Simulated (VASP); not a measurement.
# Tl: single point with PBE+D3(BJ)

Crystal: Tl.

```
Tl
1.0
     3.45631    0.00000    0.00000
    -1.72815    2.99325    0.00000
     0.00000    0.00000   11.69048
Tl
4
Cartesian
  0.0000 0.0000 0.0000
  0.0000 1.9955 2.9226
  0.0000 0.0000 5.8452
  1.7282 0.9977 8.7679
```

This cell differs from its parent crystal: strain along c alone, the other axes held: +3.0 %.

```json
{"Program": "VASP 6.6.1", "Task": "single point", "Functional": "PBE", "Dispersion": "D3(BJ)", "Potentials or basis": "VASP PAW PBE potentials, release 64 (Tl_d)", "Cutoff": "520 eV", "k mesh": "18 × 18 × 6", "Occupations": "gaussian, width 0.1 eV", "Spin": "no spin polarisation", "Dipole correction": "no", "Further INCAR settings": "ALGO = Normal; EDIFF = 1e-06; NBANDS = 34"}
```

```
Pressure                   : -0.9 GPa
Band gap on the k mesh     : zero (bands 26 and 27 overlap by 3.88 eV)
Dispersion energy per atom : -0.324 eV
```

Stress tensor (GPa, compression positive):
```
-0.63  0.00  0.00
 0.00 -0.63  0.00
 0.00  0.00 -1.55
```

Levels at points of the mesh, in eV from the Fermi level:
```tsv
k point	band 22	band 23	band 24	band 25	band 26	band 27	band 28	band 29	band 30	band 31
(0.00, 0.00, 0.00)	-8.43	-8.42	-5.65	-2.78	2.43	2.44	8.27	8.27	9.11	9.11
(0.50, 0.00, 0.00)	-5.04	-4.64	-4.03	-2.44	-2.15	-0.54	-0.12	1.79	2.73	4.23
(0.00, 0.00, 0.50)	-9.37	-6.92	-6.92	-0.90	-0.90	6.26	6.26	8.51	8.51	8.51
(0.50, 0.00, 0.50)	-5.24	-4.42	-4.42	-1.76	-1.76	-1.10	-1.10	3.15	3.15	4.61
```

Wall time 6.9 min on 1 thread of Intel(R) Xeon(R) Platinum 8488C (Sapphire Rapids), with other jobs on the host, peak memory 0.55 GiB.

Caveat: the cell differs from its parent crystal (strain along c alone, the other axes held: +3.0 %); spin-orbit coupling is left out, which moves the levels of the heavy elements.
